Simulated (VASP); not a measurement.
# Ag (Fd-3m) in VASP: further runs

Ag is run at these levels: PBEsol; tasks: relaxation of cell and atoms, single point.

All numbers are computed with VASP 6.6.1; they aren't measurements. Logs are shortened: lines on timing, memory, paths and dates and some standing lists are left out, and cuts for length are marked.

## 1. The cell of the first run

The structure is cubic, space group Fd-3m (No. 227). The conventional cell has a = 5.690 Å, b = 5.690 Å, c = 5.690 Å, α = 90.00°, β = 90.00°, γ = 90.00°. Within 3.3 Å of Ag (site symmetry -43m) lie 4 Ag at 2.46 Å.

## 2. Relaxation of cell and atoms, PBEsol

Input file INCAR:

```
PREC = Accurate ; ENCUT = 600
EDIFF = 1E-6 ; ISMEAR = -1
SIGMA = 0.1 ; LREAL = False
LASPH = True ; NELM = 60
ALGO = Normal ; ISIF = 3
LWAVE = False ; LCHARG = False
GGA = PS ; IBRION = 2
NSW = 80 ; EDIFFG = -0.01
```

Input file KPOINTS:

```
Automatic mesh
0
Gamma
  10 10 10
```

Input file POSCAR:

```
Ag
1.0
    0.0000000000      2.8449690438      2.8449690438
    2.8449690438      0.0000000000      2.8449690438
    2.8449690438      2.8449690438      0.0000000000
Ag
2
Direct
    0.1250000000      0.1250000000      0.1250000000
    0.8750000000      0.8750000000      0.8750000000
```

Potentials or basis: VASP PAW PBE potentials, release 64 (Ag).

On the command line:

```sh
$ cat potpaw_PBE.64/Ag/POTCAR > POTCAR
$ mpirun -np 1 vasp_std > vasp.out
```

OUTCAR:

```text
PREC = Accurate
   ENCUT = 600
   EDIFF = 1E-6
   ISMEAR = -1
   LREAL = False
   LASPH = True
   NELM = 60
   ISIF = 3
   GGA = PS
   IBRION = 2
   NSW = 80
   EDIFFG = -0.01

 ion  position               nearest neighbor table
   1  0.125  0.125  0.125-   2 2.46   2 2.46   2 2.46   2 2.46
   2  0.875  0.875  0.875-   1 2.46   1 2.46   1 2.46   1 2.46

  LATTYP: Found a face centered cubic cell.
 ALAT       =     5.6899380876

  Lattice vectors:

 A1 = (   0.0000000000,   2.8449690438,   2.8449690438)
 A2 = (   2.8449690438,   0.0000000000,   2.8449690438)
 A3 = (   2.8449690438,   2.8449690438,   0.0000000000)

Analysis of symmetry for initial positions (statically):
=====================================================================
 Subroutine PRICEL returns:
 Original cell was already a primitive cell.

 Routine SETGRP: Setting up the symmetry group for a
 face centered cubic supercell.

 Subroutine GETGRP returns: Found 48 space group operations
 (whereof 12 operations were pure point group operations)
 out of a pool of 48 trial point group operations.

The static configuration has the point symmetry D_3d.
 The point group associated with its full space group is O_h .

Analysis of symmetry for dynamics (positions and initial velocities):
=====================================================================
 Subroutine PRICEL returns:
 Original cell was already a primitive cell.

 Routine SETGRP: Setting up the symmetry group for a
 face centered cubic supercell.

 Subroutine GETGRP returns: Found 48 space group operations
 (whereof 12 operations were pure point group operations)
 out of a pool of 48 trial point group operations.

The dynamic configuration has the point symmetry D_3d.
 The point group associated with its full space group is O_h .

 Subroutine INISYM returns: Found 48 space group operations
 (whereof 12 operations are pure point group operations),
 and found     1 'primitive' translations

----------------------------------------------------------------------------------------

                                     Primitive cell

  volume of cell :      46.0535

  direct lattice vectors                    reciprocal lattice vectors
     0.000000000  2.844969044  2.844969044    -0.175748837  0.175748837  0.175748837
     2.844969044  0.000000000  2.844969044     0.175748837 -0.175748837  0.175748837
     2.844969044  2.844969044  0.000000000     0.175748837  0.175748837 -0.175748837

  length of vectors
     4.023393806  4.023393806  4.023393806     0.304405915  0.304405915  0.304405915

  position of ions in fractional coordinates (direct lattice)
     0.125000000  0.125000000  0.125000000
     0.875000000  0.875000000  0.875000000

[... 71 lines left out ...]
   LNONCOLLINEAR =      F non collinear calculations
   LSORBIT =      F    spin-orbit coupling
   LASPH  =      T    aspherical Exc in radial PAW
   ENCUT  =  600.0 eV  44.10 Ry    6.64 a.u.   8.04  8.04  8.04*2*pi/ulx,y,z
   NELM   =     60;   NELMIN=  2; NELMDL= -5     # of ELM steps
   EDIFF  = 0.1E-05   stopping-criterion for ELM
   LREAL  =      F    real-space projection
   EDIFFG = -.1E-01   stopping-criterion for IOM
   NSW    =     80    number of steps for IOM
   IBRION =      2    ionic relax: 0-MD 1-quasi-New 2-CG
   NFREE  =      1    steps in history (QN), initial steepest desc. (CG)
   ISIF   =      3    stress and relaxation
   ISYM   =      2    0-nonsym 1-usesym 2-fastsym
   POTIM  = 0.5000    time-step for ionic-motion
   TEBEG  =    0.0;   TEEND  =   0.0 temperature during run
   PSTRESS=    0.0 pullay stress
   NELECT =      22.0000    total number of electrons
   NUPDOWN=      -1.0000    fix difference up-down
   EMIN   =  10.00;   EMAX   =-10.00  energy-range for DOS
   EFERMI =   0.00;   METHOD = LEGACY
   ISMEAR =    -1;   SIGMA  =   0.10  broadening in eV -4-tet -1-fermi 0-gaus
   EFERMI_NEDOS =   21; number of points for ismear=-14 and -15
   IALGO  =     38    algorithm
   IMIX   =      4    mixing-type and parameters
     AMIX     =   0.40;   BMIX     =  1.00
     AMIX_MAG =   1.60;   BMIX_MAG =  1.00
  volume/ion in A,a.u.               =      23.03       155.39
  Fermi-wavevector in a.u.,A,eV,Ry     =   1.279759  2.418394 22.283391  1.637783
  Thomas-Fermi vector in A             =   2.412226
   LORBIT       =      0    0 simple, 1 ext, 2 COOP (PROOUT), +10 PAW based schemes
   GGA     = PS    functional components
   LHFCALC =     F    Hartree Fock is set to
   AEXX    =    0.0000 exact exchange contribution
   IVDW    =     0    specifies the selected vdW correction
   LEPSILON=     F    determine dielectric tensor
   LRPA    =     F    only Hartree local field effects (RPA)
 conjugate gradient relaxation of ions
 non-spin polarized calculation
  energy-cutoff  :      600.00
  volume of cell :       46.05
 maximum number of plane-waves:      1572
   NGX = 17   NGY = 17   NGZ = 17

--------------------------------------- Ionic step        1  -------------------------------------------

 number of electron      21.9999998 magnetization

 Free energy of the ion-electron system (eV)
  ---------------------------------------------------
  ext. energy  EPLUGINS =         0.00000000
  ---------------------------------------------------
  free energy    TOTEN  =        -4.38517432 eV

  energy without entropy =       -4.36770035  energy(sigma->0) =       -4.37643734

 E-fermi :   4.7861     XC(G=0): -10.4114

 val. band max:        4.6308471234   @ k =  -0.3000   0.4000   0.1000
 cond. band min:       4.8434149193   @ k =  -0.3000   0.4000   0.2000
 fundamental gap:      0.2125677960
 Fermi energy:         4.7860926047

 k-point     1 :       0.0000    0.0000    0.0000
  band No.  band energies     occupation
      1      -1.2035      2.00000
      2      -0.6608      2.00000
      3      -0.6608      2.00000
      4      -0.5997      2.00000
      5      -0.5997      2.00000
      6      -0.5997      2.00000
      7       1.2409      2.00000
      8       1.2409      2.00000
      9       1.2409      2.00000
     10       2.2070      2.00000
     11       2.2070      2.00000
     12      15.1444      0.00000
     13      15.1444      0.00000
     14      15.1444      0.00000
[... 558 lines left out ...]
--------------------------------------- Ionic step        5  -------------------------------------------

 number of electron      21.9999989 magnetization

 Free energy of the ion-electron system (eV)
  ---------------------------------------------------
  ext. energy  EPLUGINS =         0.00000000
  ---------------------------------------------------
  free energy    TOTEN  =        -4.65825922 eV

  energy without entropy =       -4.64100207  energy(sigma->0) =       -4.64963064

 E-fermi :   3.1227     XC(G=0):  -9.5093

 val. band max:        3.0870686084   @ k =  -0.3000   0.4000   0.2000
 cond. band min:       3.3001232406   @ k =   0.5000   0.5000   0.0000
 fundamental gap:      0.2130546322
 Fermi energy:         3.1227086822

 k-point     1 :       0.0000    0.0000    0.0000
  band No.  band energies     occupation
      1      -1.9347      2.00000
      2      -1.5614      2.00000
      3      -1.5614      2.00000
      4      -1.5565      2.00000
      5      -1.5565      2.00000
      6      -1.5565      2.00000
      7      -0.1160      2.00000
      8      -0.1160      2.00000
      9      -0.1160      2.00000
     10       0.5606      2.00000
     11       0.5606      2.00000
     12      12.2060      0.00000
     13      12.2060      0.00000
     14      12.2060      0.00000
[... 444 lines left out ...]
  FREE ENERGIE OF THE ION-ELECTRON SYSTEM (eV)
  ---------------------------------------------------
  free  energy   TOTEN  =        -4.6582592163 eV

  energy  without entropy=       -4.6410020672  energy(sigma->0) =       -4.64963064

 reached required accuracy - stopping structural energy minimisation
```

OSZICAR:

```text
N       E                     dE             d eps       ncg     rms          rms(c)
DAV:   1     0.126261073083E+03    0.12626E+03   -0.12316E+04  1410   0.155E+03
DAV:   2    -0.315686582172E+01   -0.12942E+03   -0.12419E+03  1480   0.292E+02
DAV:   3    -0.481816048529E+01   -0.16613E+01   -0.16583E+01  1662   0.394E+01
DAV:   4    -0.482457464699E+01   -0.64142E-02   -0.64140E-02  1571   0.229E+00
[... 36 lines left out ...]
DAV:   1    -0.465932038095E+01   -0.10613E-02   -0.16948E-02  1445   0.142E+00    0.215E-01
DAV:   2    -0.465827414362E+01    0.10462E-02   -0.41374E-03  1452   0.655E-01    0.638E-02
DAV:   3    -0.465826117851E+01    0.12965E-04   -0.37702E-05  1480   0.486E-02    0.421E-02
DAV:   4    -0.465825926115E+01    0.19174E-05   -0.10014E-05  1480   0.239E-02    0.250E-03
DAV:   5    -0.465825921627E+01    0.44882E-07   -0.96456E-07   754   0.942E-03
   5 F= -.46582592E+01 E0= -.46496306E+01  d E =0.123136E-07
```

CONTCAR:

```text
Ag
   1.00000000000000
     0.0000000000000000    3.0150141203012049    3.0150141203012049
     3.0150141203012049   -0.0000000000000000    3.0150141203012049
     3.0150141203012049    3.0150141203012049    0.0000000000000000
  Ag
     2
Direct
     0.1250000000000000    0.1250000000000000    0.1250000000000000
     0.8750000000000000    0.8750000000000000    0.8750000000000000

  0.00000000E+00  0.00000000E+00  0.00000000E+00
  0.00000000E+00  0.00000000E+00  0.00000000E+00
```

Wall time 1.9 min (1 thread of Intel Xeon 8259CL, shared host); peak memory 0.21 GiB.

What came out:

| Quantity | Value |
| --- | --- |
| Free energy | -4.6583 eV |
| Relaxed volume | 27.41 Å³/atom |
| Relaxed cell | a = 4.264 Å, b = 4.264 Å, c = 4.264 Å, α = 60.00°, β = 60.00°, γ = 60.00° |
| Space group after relaxing (to 0.05 Å) | Fd-3m (No. 227) |
| Energy gained by relaxing | 136.5 meV/atom |
| Ionic steps | 5 |
| Pressure after relaxing | 0.1 GPa |
| Band gap on the k mesh | zero (band 11 reaches 3.62 eV, above the bottom of band 12 at 2.35 eV) |

Step by step:
| step | energy change (eV) | largest force (eV/Å) | pressure (GPa) | volume (Å³) |
| --- | --- | --- | --- | --- |
| 1 | 0.0000 | 0.0000 | 12.04 | 46.05 |
| 2 | -0.2449 | 0.0000 | -2.26 | 58.58 |
| 3 | -0.2730 | 0.0000 | 0.12 | 54.73 |
| 4 | -0.2731 | 0.0000 | -0.08 | 54.91 |
| 5 | -0.2731 | 0.0000 | 0.05 | 54.81 |

Final structure:
```yaml
crystal:
  lattice:
    - [0.00000, 3.01501, 3.01501]
    - [3.01501, 0.00000, 3.01501]
    - [3.01501, 3.01501, 0.00000]
  atoms:
    - { symbol: Ag, position: [0.12500, 0.12500, 0.12500] }
    - { symbol: Ag, position: [0.87500, 0.87500, 0.87500] }
```

Levels at points of the mesh, in eV from the Fermi level:
| k point | band 8 | band 9 | band 10 | band 11 | band 12 | band 13 | band 14 | band 15 |
| --- | --- | --- | --- | --- | --- | --- | --- | --- |
| (0.00, 0.00, 0.00) | -3.24 | -3.24 | -2.56 | -2.56 | 9.08 | 9.08 | 9.08 | 9.74 |
| (0.50, 0.00, 0.00) | -3.10 | -2.63 | -2.63 | -0.80 | -0.77 | 6.49 | 6.49 | 9.39 |
| (0.50, 0.50, 0.00) | -3.55 | -2.50 | -2.50 | 0.18 | 0.18 | 3.56 | 3.56 | 7.34 |

Caveat: the volume moved by over 15 % at a fixed basis, so the end points are rough; the PAW data sets were made with another functional, which shifts forces and pressure a little.

## 3. Single point, PBEsol

This run uses another cell than the first one, of 27.49 Å³/atom, 1.194 times its volume.

Input file INCAR:

```
SYSTEM = Ag
PREC     = Accurate       ! precision mode
ENCUT    = 520            ! plane-wave cutoff, eV
EDIFF    = 1E-6           ! SCF threshold, eV
ISMEAR   = -1             ! smearing method
SIGMA    = 0.1            ! smearing width, eV
LREAL    = .False.        ! projectors in reciprocal space
LASPH    = .True.         ! aspherical terms in the spheres
NELM     = 60             ! most SCF steps
ALGO     = Normal         ! electronic algorithm
ISIF     = 2              ! what is computed and relaxed
LWAVE    = .False.        ! write WAVECAR
LCHARG   = .True.         ! write CHGCAR
GGA      = PS             ! functional
LELF     = .True.         ! ELF
LVHAR    = .True.       
NBANDS   = 18             ! bands
```

Input file KPOINTS:

```
regular mesh
0
Gamma
  15 15 15
  0 0 0
```

Input file POSCAR:

```
Ag
1.0
    0.0000000000      3.0181114418      3.0181114418
    3.0181114418      0.0000000000      3.0181114418
    3.0181114418      3.0181114418      0.0000000000
Ag
2
Direct
    0.1250000000      0.1250000000      0.1250000000
    0.8750000000      0.8750000000      0.8750000000
```

Potentials or basis: VASP PAW PBE potentials, release 64 (Ag).

On the command line:

```sh
$ cat potpaw_PBE.64/Ag/POTCAR > POTCAR
$ mpirun -np 1 vasp_std > vasp.out
```

Run time: 86 s. Hardware: 1 thread of Intel Xeon 8259CL, shared host; peak memory 0.24 GiB.

It converged, with:

| Property | Result |
| --- | --- |
| Free energy | -4.6612 eV |
| Pressure | 0.0 GPa |
| Band gap on the k mesh | zero (band 11 reaches 3.44 eV, above the bottom of band 12 at 2.53 eV) |

Levels at points of the mesh, in eV from the Fermi level:
```csv
k point,band 9,band 10,band 11,band 12,band 13,band 14
"(0.00, 0.00, 0.00)",-3.24,-2.57,-2.57,9.06,9.06,9.06
```

Caveat: the PAW data sets were made with another functional, which shifts forces and pressure a little.
